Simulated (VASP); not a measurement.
A run of VASP 6.6.1 is set up as follows.

Contents of INCAR:

```
  PREC = Accurate
  ENCUT = 520
  EDIFF = 1E-6
  ISMEAR = -1
  SIGMA = 0.05
  LREAL = False
  LASPH = True
  NELM = 150
  ALGO = Normal
  ISIF = 2
  LWAVE = False
  LCHARG = False
  ISPIN = 2
  MAGMOM = 0.5 0.5
  LORBIT = 11
  LMAXMIX = 4
  GGA = CA
  ISYM = 0
  NBANDS = 21
```

KPOINTS

```
Automatic mesh
0
Gamma
  13 13 9
```

The input POSCAR:

```
Pd
1.0
   -3.2683633404      3.2655290289      1.3235339028
    3.2655290289     -3.2683633404      1.3235339028
    1.6616487507      1.6616487507     -1.3287249495
Pd
2
Direct
    0.9999420576      0.0000579424      1.0000000000
    0.7500579424      0.2499420576      0.5000000000
```

Potentials or basis: VASP PAW LDA potentials, release 64 (Pd).

The run is started by

```sh
$ cat potpaw_LDA.64/Pd/POTCAR > POTCAR
$ mpirun -np 1 vasp_std > vasp.out
```

(1) Estimate the net moment.

(2) Predict the band gap on the k mesh.

Answers

(1) 0.00 μB per cell.

(2) zero (filled and empty bands overlap).
